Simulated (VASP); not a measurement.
**Al9H: single point with PBE**

Al9H, a slab with vacuum:

```xyz
20
Lattice="5.7071 0.0000 0.0000 -1.4268 9.7015 0.0000 0.0000 0.0000 22.7904" Properties=species:S:1:pos:R:3 pbc="T T T"
Al    1.4268    0.6295    4.0000
Al    4.2803    0.6295    4.0000
Al    1.4268    3.3172    4.9957
Al    4.2803    3.3172    4.9957
Al    0.0000    5.7950    5.1949
Al    2.8535    5.7950    5.1949
Al    1.4268    8.2728    5.3940
Al    4.2803    8.2728    5.3940
Al    0.0003    1.2390    6.4001
Al    2.8538    1.2390    6.4001
Al   -0.0072    3.9216    7.5233
Al    2.8463    3.9216    7.5233
Al    1.4238    6.3997    7.6799
Al    4.2774    6.3997    7.6799
Al   -0.0083    8.8388    7.8610
Al    2.8452    8.8388    7.8610
Al    1.4319    1.7599    8.7904
Al    4.2854    1.7599    8.7904
H     3.0469    2.8087    9.8804
H     2.6614    5.4305    9.8804
```

* Program: VASP 6.6.1
* Task: single point
* Functional: PBE
* Potentials or basis: VASP PAW PBE potentials, release 64 (Al, H)
* Cutoff: 520 eV
* k mesh: 5 × 3 × 1
* Occupations: gaussian, width 0.1 eV
* Spin: no spin polarisation

```json
{"Largest force": "1.256 eV/Å", "Band gap on the k mesh": "zero (band 28 reaches -1.27 eV, above the bottom of band 29 at -1.83 eV)"}
```

Forces in eV/Å, atoms in the order of the input:
```
Al  -0.250  0.106 -0.054
Al   0.266  0.248 -0.021
Al  -0.074 -0.007 -0.031
Al   0.074 -0.004 -0.112
Al  -0.029 -0.041 -0.025
Al   0.029 -0.119  0.193
Al  -0.126 -0.022 -0.066
Al   0.081 -0.049 -0.165
Al   0.031 -0.067 -0.151
Al  -0.041  0.165  0.266
Al  -0.003 -0.119 -0.060
Al   0.002  0.160  0.305
Al   0.161 -0.143  0.658
Al  -0.058 -0.047  0.342
Al  -0.007 -0.005  0.006
Al   0.030  0.050  0.107
Al  -0.037  0.234  0.247
Al  -0.142  0.436  0.525
H    0.183 -0.865 -0.713
H   -0.088  0.090 -1.250
```

Levels at points of the mesh, in eV from the Fermi level:
| k point | band 24 | band 25 | band 26 | band 27 | band 28 | band 29 | band 30 | band 31 | band 32 | band 33 |
| --- | --- | --- | --- | --- | --- | --- | --- | --- | --- | --- |
| (0.00, 0.00, 0.00) | -1.24 | -1.04 | -0.98 | -0.74 | -0.57 | -0.36 | -0.25 | 0.03 | 0.52 | 1.23 |

Wall time 20 min on 1 thread of Intel(R) Xeon(R) 6975P-C (Granite Rapids), with other jobs on the host, peak memory 1.2 GiB.
